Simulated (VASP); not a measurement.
# Ca (Fm-3m) in VASP: notebook, part 2 of 2

VASP 6.6.1. Earlier steps stand in the parts before.

## Step 3: Single point, PBEsol (volume scaled by 0.75)

Input file INCAR:

```
  PREC = Accurate
  ENCUT = 520
  EDIFF = 1E-6
  ISMEAR = -1
  SIGMA = 0.05
  LREAL = F
  LASPH = T
  NELM = 60
  ALGO = Normal
  ISIF = 2
  LWAVE = F
  LCHARG = F
  GGA = PS
  NBANDS = 11
```

Input file KPOINTS:

```
Automatic mesh
0
Gamma
  13 13 13
```

Input file POSCAR:

```
Ca
1.0
    0.0000000000      2.4785430330      2.4785430330
    2.4785430330      0.0000000000      2.4785430330
    2.4785430330      2.4785430330      0.0000000000
Ca
1
Direct
    0.0000000000      0.0000000000      0.0000000000
```

Potentials or basis: VASP PAW PBE potentials, release 64 (Ca_sv).

Command:

```console
$ cat potpaw_PBE.64/Ca_sv/POTCAR > POTCAR
$ mpirun -np 1 vasp_std > vasp.out
```

OUTCAR:

```text
PREC = Accurate
   ENCUT = 520
   EDIFF = 1E-6
   ISMEAR = -1
   LREAL = F
   LASPH = T
   NELM = 60
   ISIF = 2
   GGA = PS

 ion  position               nearest neighbor table
   1  0.000  0.000  0.000-

  LATTYP: Found a face centered cubic cell.
 ALAT       =     4.9570860660

  Lattice vectors:

 A1 = (   0.0000000000,   2.4785430330,   2.4785430330)
 A2 = (   2.4785430330,   0.0000000000,   2.4785430330)
 A3 = (   2.4785430330,   2.4785430330,   0.0000000000)

Analysis of symmetry for initial positions (statically):
=====================================================================
 Subroutine PRICEL returns:
 Original cell was already a primitive cell.

 Routine SETGRP: Setting up the symmetry group for a
 face centered cubic supercell.

 Subroutine GETGRP returns: Found 48 space group operations
[... 9 lines left out ...]

 Routine SETGRP: Setting up the symmetry group for a
 face centered cubic supercell.

 Subroutine GETGRP returns: Found 48 space group operations
[... 11 lines left out ...]
                                     Primitive cell

  volume of cell :      30.4523

  direct lattice vectors                    reciprocal lattice vectors
     0.000000000  2.478543033  2.478543033    -0.201731418  0.201731418  0.201731418
     2.478543033  0.000000000  2.478543033     0.201731418 -0.201731418  0.201731418
     2.478543033  2.478543033  0.000000000     0.201731418  0.201731418 -0.201731418

  length of vectors
     3.505189172  3.505189172  3.505189172     0.349409065  0.349409065  0.349409065

  position of ions in fractional coordinates (direct lattice)
     0.000000000  0.000000000  0.000000000

  ion indices of the primitive-cell ions
   primitive index   ion index
                 1           1

----------------------------------------------------------------------------------------

 KPOINTS: Automatic mesh

Automatic generation of k-mesh.
 Grid dimensions read from file:
 generate k-points for:   13   13   13

 Generating k-lattice:

  Cartesian coordinates                     Fractional coordinates (reciprocal lattice)
    -0.015517801  0.015517801  0.015517801     0.076923077  0.000000000  0.000000000
     0.015517801 -0.015517801  0.015517801     0.000000000  0.076923077  0.000000000
     0.015517801  0.015517801 -0.015517801     0.000000000  0.000000000  0.076923077

  Length of vectors
     0.026877620  0.026877620  0.026877620

  Shift w.r.t. Gamma in fractional coordinates (k-lattice)
     0.000000000  0.000000000  0.000000000

 Subroutine IBZKPT returns following result:
 ===========================================

 Found     84 irreducible k-points:

 Following reciprocal coordinates:
            Coordinates               Weight
  0.000000  0.000000  0.000000      1.000000
  0.076923  0.000000  0.000000      8.000000
  0.153846  0.000000  0.000000      8.000000
  0.230769  0.000000  0.000000      8.000000
  0.307692  0.000000  0.000000      8.000000
  0.384615  0.000000  0.000000      8.000000
[... 16 lines left out ...]
  0.384615  0.153846  0.000000     24.000000
  0.461538  0.153846  0.000000     24.000000
 [... further k-points ...]
   k-points           NKPTS =     84   k-points in BZ     NKDIM =     84   number of bands    NBANDS=     11
   number of dos      NEDOS =    301   number of ions     NIONS =      1
   total plane-waves  NPLWV =  21952
   dimension x,y,z NGX =    28 NGY =   28 NGZ =   28
   dimension x,y,z NGXF=    56 NGYF=   56 NGZF=   56
   ions per type =               1
   NGX,Y,Z   is equivalent  to a cutoff of  13.28, 13.28, 13.28 a.u.
   NGXF,Y,Z  is equivalent  to a cutoff of  26.56, 26.56, 26.56 a.u.
 SYSTEM =  unknown system
   PREC   = accura    normal or accurate (medium, high low for compatibility)
   ISTART =      0    job   : 0-new  1-cont  2-samecut
   ICHARG =      2    charge: 1-file 2-atom 10-const
   ISPIN  =      1    spin polarized calculation?
   LNONCOLLINEAR =      F non collinear calculations
   LSORBIT =      F    spin-orbit coupling
   LASPH  =      T    aspherical Exc in radial PAW
   ENCUT  =  520.0 eV  38.22 Ry    6.18 a.u.   6.52  6.52  6.52*2*pi/ulx,y,z
   NELM   =     60;   NELMIN=  2; NELMDL= -5     # of ELM steps
   EDIFF  = 0.1E-05   stopping-criterion for ELM
   LREAL  =      F    real-space projection
   EDIFFG = 0.1E-04   stopping-criterion for IOM
   NSW    =      0    number of steps for IOM
   IBRION =     -1    ionic relax: 0-MD 1-quasi-New 2-CG
   NFREE  =      0    steps in history (QN), initial steepest desc. (CG)
   ISIF   =      2    stress and relaxation
   ISYM   =      2    0-nonsym 1-usesym 2-fastsym
   POTIM  = 0.5000    time-step for ionic-motion
   TEBEG  =    0.0;   TEEND  =   0.0 temperature during run
   PSTRESS=    0.0 pullay stress
   NELECT =      10.0000    total number of electrons
   NUPDOWN=      -1.0000    fix difference up-down
   EMIN   =  10.00;   EMAX   =-10.00  energy-range for DOS
   EFERMI =   0.00;   METHOD = LEGACY
   ISMEAR =    -1;   SIGMA  =   0.05  broadening in eV -4-tet -1-fermi 0-gaus
   EFERMI_NEDOS =   21; number of points for ismear=-14 and -15
   IALGO  =     38    algorithm
   IMIX   =      4    mixing-type and parameters
     AMIX     =   0.40;   BMIX     =  1.00
     AMIX_MAG =   1.60;   BMIX_MAG =  1.00
  volume/ion in A,a.u.               =      30.45       205.50
  Fermi-wavevector in a.u.,A,eV,Ry     =   1.129454  2.134358 17.356480  1.275665
  Thomas-Fermi vector in A             =   2.266147
   LORBIT       =      0    0 simple, 1 ext, 2 COOP (PROOUT), +10 PAW based schemes
   GGA     = PS    functional components
   LHFCALC =     F    Hartree Fock is set to
   AEXX    =    0.0000 exact exchange contribution
   IVDW    =     0    specifies the selected vdW correction
   LEPSILON=     F    determine dielectric tensor
   LRPA    =     F    only Hartree local field effects (RPA)
 non-spin polarized calculation
  energy-cutoff  :      520.00
  volume of cell :       30.45
 maximum number of plane-waves:       869
 NGX is ok and might be reduce to    28
   NGX = 13   NGY = 13   NGZ = 13

 number of electron      10.0000000 magnetization

 number of electron       9.9999999 magnetization

 Free energy of the ion-electron system (eV)
  ---------------------------------------------------
  ext. energy  EPLUGINS =         0.00000000
  ---------------------------------------------------
  free energy    TOTEN  =        -1.92928528 eV

  energy without entropy =       -1.92301413  energy(sigma->0) =       -1.92614971

 E-fermi :   3.3909     XC(G=0):  -8.9224

 val. band max:        3.3173806371   @ k =  -0.3077   0.3846   0.1538
 cond. band min:       3.4646982095   @ k =  -0.3846   0.3077   0.0769
 fundamental gap:      0.1473175724
 Fermi energy:         3.3909329632

 k-point     1 :       0.0000    0.0000    0.0000
  band No.  band energies     occupation
      1     -37.7885      2.00000
      2     -18.6798      2.00000
      3     -18.6798      2.00000
      4     -18.6798      2.00000
      5      -1.2219      2.00000
      6       6.0705      0.00000
      7       6.0705      0.00000
      8       6.0705      0.00000
      9       7.6396      0.00000
     10       7.6396      0.00000
     11      13.9861      0.00000

 k-point     2 :       0.0769    0.0000    0.0000
  band No.  band energies     occupation
      1     -37.7850      2.00000
      2     -18.7061      2.00000
      3     -18.6831      2.00000
      4     -18.6831      2.00000
      5      -1.0857      2.00000
      6       5.9175      0.00000
      7       6.1269      0.00000
      8       6.1269      0.00000
      9       7.5854      0.00000
     10       7.5854      0.00000
     11      14.2196      0.00000

 k-point     3 :       0.1538    0.0000    0.0000
  band No.  band energies     occupation
      1     -37.7755      2.00000
      2     -18.7782      2.00000
      3     -18.6920      2.00000
      4     -18.6920      2.00000
      5      -0.6907      2.00000
      6       5.5282      0.00000
      7       6.2471      0.00000
      8       6.2471      0.00000
      9       7.4978      0.00000
     10       7.4978      0.00000
     11      14.6334      0.00000
[... 267 lines left out ...]
 k-point    23 :       0.3846    0.1538    0.0000
  band No.  band energies     occupation
      1     -37.7357      2.00000
      2     -19.0056      2.00000
      3     -18.7630      2.00000
      4     -18.7547      2.00000
      5       1.3252      2.00000
      6       4.2615      0.00000
      7       5.5722      0.00000
      8       6.4812      0.00000
      9       7.8600      0.00000
     10       8.4924      0.00000
     11      11.9972      0.00000

 k-point    24 :       0.4615    0.1538    0.0000
  band No.  band energies     occupation
      1     -37.7263      2.00000
      2     -19.0636      2.00000
      3     -18.7839      2.00000
      4     -18.7582      2.00000
      5       2.0867      2.00000
      6       3.8437      0.00023
      7       5.4202      0.00000
      8       6.3454      0.00000
      9       8.4605      0.00000
     10       8.6958      0.00000
     11      10.9612      0.00000

 [... further k-points ...]
[... 5 lines left out ...]
  --------------------------------------------------------------------------------------
  -------------------------------------------------------------------------------------
  Total        1.5159344      1.5159344      1.5159344      0.0000000      0.0000000      0.0000000
  in kB       79.7575157     79.7575157     79.7575157      0.0000000      0.0000000      0.0000000
  external PRESSURE =      79.7575157 kB  Pullay stress =       0.0000000 kB

 VOLUME and BASIS-vectors are now :
 -----------------------------------------------------------------------------
  energy-cutoff  :      520.00
  volume of cell :       30.45
      direct lattice vectors                 reciprocal lattice vectors
     0.000000000  2.478543033  2.478543033    -0.201731418  0.201731418  0.201731418
     2.478543033  0.000000000  2.478543033     0.201731418 -0.201731418  0.201731418
     2.478543033  2.478543033  0.000000000     0.201731418  0.201731418 -0.201731418

 POSITION                                       TOTAL-FORCE (eV/Angst)
 -----------------------------------------------------------------------------------
      0.00000      0.00000      0.00000         0.000000      0.000000      0.000000
 -----------------------------------------------------------------------------------
    total drift:                               -0.000000     -0.000000     -0.000000

  FREE ENERGIE OF THE ION-ELECTRON SYSTEM (eV)
  ---------------------------------------------------
  free  energy   TOTEN  =        -1.9292852781 eV

  energy  without entropy=       -1.9230141324  energy(sigma->0) =       -1.92614971
```

OSZICAR:

```text
N       E                     dE             d eps       ncg     rms          rms(c)
DAV:   1     0.711445909425E+02    0.71145E+02   -0.53258E+03  1848   0.869E+02
DAV:   2    -0.397911269686E+00   -0.71543E+02   -0.70830E+02  2001   0.221E+02
DAV:   3    -0.189076534310E+01   -0.14929E+01   -0.14804E+01  2618   0.321E+01
DAV:   4    -0.195602785426E+01   -0.65263E-01   -0.65105E-01  2340   0.520E+00
DAV:   5    -0.195773978629E+01   -0.17119E-02   -0.17118E-02  2579   0.625E-01    0.198E+00
DAV:   6    -0.193851273057E+01    0.19227E-01   -0.83037E-03  2357   0.100E+00    0.116E+00
DAV:   7    -0.192938139589E+01    0.91313E-02   -0.13997E-02  2907   0.126E+00    0.102E-01
DAV:   8    -0.192928536069E+01    0.96035E-04   -0.53161E-04  2159   0.222E-01    0.226E-02
DAV:   9    -0.192928502462E+01    0.33607E-06   -0.38953E-05  2854   0.478E-02    0.966E-03
DAV:  10    -0.192928527814E+01   -0.25352E-06   -0.32203E-06  2173   0.187E-02
   1 F= -.19292853E+01 E0= -.19261497E+01  d E =-.627115E-02
```

stdout:

```text
POSCAR found type information on POSCAR Ca
 POSCAR found :  1 types and       1 ions
 scaLAPACK will be used
 -----------------------------------------------------------------------------
|                                                                             |
|                                                                             |
|     You enforced a specific xc type in the INCAR file but a different       |
|     I HOPE YOU KNOW WHAT YOU ARE DOING!                                     |
|                                                                             |
 -----------------------------------------------------------------------------

 LDA part: xc-table for (Slater+PW92), standard interpolation
 POSCAR, INCAR and KPOINTS ok, starting setup
 FFT: planning ... GRIDC
 FFT: planning ... GRID_SOFT
 FFT: planning ... GRID
 WAVECAR not read
 entering main loop
```

It took 15 s on 1 thread of Intel Xeon Platinum 8488C (Sapphire Rapids), shared host; peak memory 0.17 GiB.

What came out:

```
Free energy            : -1.9293 eV
Pressure               : 8.0 GPa
Band gap on the k mesh : 0.15 eV, indirect (least direct gap 0.19 eV)
```

Caveat: the PAW data sets were made with another functional, which shifts forces and pressure a little.

## Step 4: Single point, PBEsol (volume scaled by 0.85)

Input file INCAR:

```
ALGO = Normal ; EDIFF = 1E-6
ENCUT = 520 ; GGA = PS
ISIF = 2 ; ISMEAR = -1
LASPH = T ; LCHARG = F
LREAL = F ; LWAVE = F
NBANDS = 11 ; NELM = 60
PREC = Accurate ; SIGMA = 0.05
```

Input file KPOINTS:

```
k-points
0
Gamma
  13 13 13
```

Input file POSCAR:

```
Ca
1.0
    0.0000000000      2.5841378925      2.5841378925
    2.5841378925      0.0000000000      2.5841378925
    2.5841378925      2.5841378925      0.0000000000
Ca
1
Direct
    0.0000000000      0.0000000000      0.0000000000
```

Command:

```console
$ cat potpaw_PBE.64/Ca_sv/POTCAR > POTCAR
$ mpirun -np 1 vasp_std > vasp.out
```

Wall time 15 s (1 thread of Intel Xeon Platinum 8488C (Sapphire Rapids), shared host); peak memory 0.17 GiB.

It converged, with:

* Free energy: -2.0742 eV
* Pressure: 3.7 GPa
* Band gap on the k mesh: 0.02 eV, indirect (least direct gap 0.17 eV)

Levels at points of the mesh, in eV from the valence-band top:
| k point | band 1 | band 2 | band 3 | band 4 | band 5 | band 6 | band 7 | band 8 | band 9 | band 10 |
| --- | --- | --- | --- | --- | --- | --- | --- | --- | --- | --- |
| (0.00, 0.00, 0.00) | -41.40 | -22.35 | -22.35 | -22.35 | -4.39 | 2.57 | 2.57 | 2.57 | 3.93 | 3.93 |

Caveat: the PAW data sets were made with another functional, which shifts forces and pressure a little. A k mesh can miss the band edges.

## Step 5: Single point, PBEsol (volume scaled by 0.85)

Input file INCAR:

```
SYSTEM = Ca
PREC     = Accurate       ! precision mode
ENCUT    = 520            ! plane-wave cutoff, eV
EDIFF    = 1E-7           ! SCF threshold, eV
ISMEAR   = -1             ! smearing method
SIGMA    = 0.05           ! smearing width, eV
LREAL    = .FALSE.        ! projectors in reciprocal space
LASPH    = .TRUE.         ! aspherical terms in the spheres
NELM     = 100            ! most SCF steps
ALGO     = Normal         ! electronic algorithm
ISIF     = 2              ! what is computed and relaxed
LWAVE    = .FALSE.        ! write WAVECAR
LCHARG   = .FALSE.        ! write CHGCAR
GGA      = PS             ! functional
NBANDS   = 11             ! bands
```

Input file KPOINTS:

```
regular mesh
0
G
  13 13 13
  0 0 0
```

POSCAR is that of step 4.

Command:

```console
$ cat potpaw_PBE.64/Ca_sv/POTCAR > POTCAR
$ mpirun -np 1 vasp_std > vasp.out
```

Run time: 19 s. Hardware: 1 thread of Intel Xeon Platinum 8488C (Sapphire Rapids), shared host; peak memory 0.17 GiB.

It converged, with:

```yaml
Free_energy: -2.0742 eV
Pressure: 3.7 GPa
Band_gap_on_the_k_mesh: 0.02 eV, indirect (least direct gap 0.17 eV)
```

Levels at points of the mesh, in eV from the valence-band top:
| k point | band 2 | band 3 | band 4 | band 5 | band 6 | band 7 | band 8 | band 9 |
| --- | --- | --- | --- | --- | --- | --- | --- | --- |
| (0.00, 0.00, 0.00) | -22.35 | -22.35 | -22.35 | -4.39 | 2.57 | 2.57 | 2.57 | 3.93 |

Caveat: the PAW data sets were made with another functional, which shifts forces and pressure a little. A k mesh can miss the band edges.
